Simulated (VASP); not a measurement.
A run of VASP 6.6.1 is set up as follows.

INCAR

```
PREC     = Accurate       # precision mode
ENCUT    = 520            # plane-wave cutoff, eV
EDIFF    = 1E-6           # SCF threshold, eV
ISMEAR   = 0              # smearing method
SIGMA    = 0.15           # smearing width, eV
LREAL    = F              # projectors in reciprocal space
LASPH    = T              # aspherical terms in the spheres
NELM     = 100            # most SCF steps
ALGO     = Fast           # electronic algorithm
ISIF     = 2              # what is computed and relaxed
LWAVE    = F              # write WAVECAR
LCHARG   = F              # write CHGCAR
GGA      = PE             # functional
NBANDS   = 24             # bands
```

The input KPOINTS:

```
Automatic mesh
0
Gamma
  14 14 14
```

POSCAR

```
AlNi3
1.0
    0.3551509761      3.0241212375      3.0241212375
    3.0241212375      0.3551509761      3.0241212375
    3.0241212375      3.0241212375      0.3551509761
Al Ni
1 3
Direct
    0.5000000000      0.5000000000      0.5000000000
    0.2500000000      0.2500000000      0.2500000000
    0.0000000000      0.0000000000      0.0000000000
    0.7500000000      0.7500000000      0.7500000000
```

Potentials or basis: VASP PAW PBE potentials, release 64 (Al, Ni).

Run with:

```sh
$ cat potpaw_PBE.64/Al/POTCAR potpaw_PBE.64/Ni/POTCAR > POTCAR
$ mpirun -np 1 vasp_std > vasp.out
```

What does it give for the pressure?

5.7 GPa.

Estimate the largest force.

0.140 eV/Å.

Forces in eV/Å, atoms in the order of the input:
```
Al   0.000  0.000  0.000
Ni  -0.081 -0.081 -0.081
Ni   0.000  0.000  0.000
Ni   0.081  0.081  0.081
```

Spin polarisation is off, so any magnetic state and its effect on volume and gap are missing.
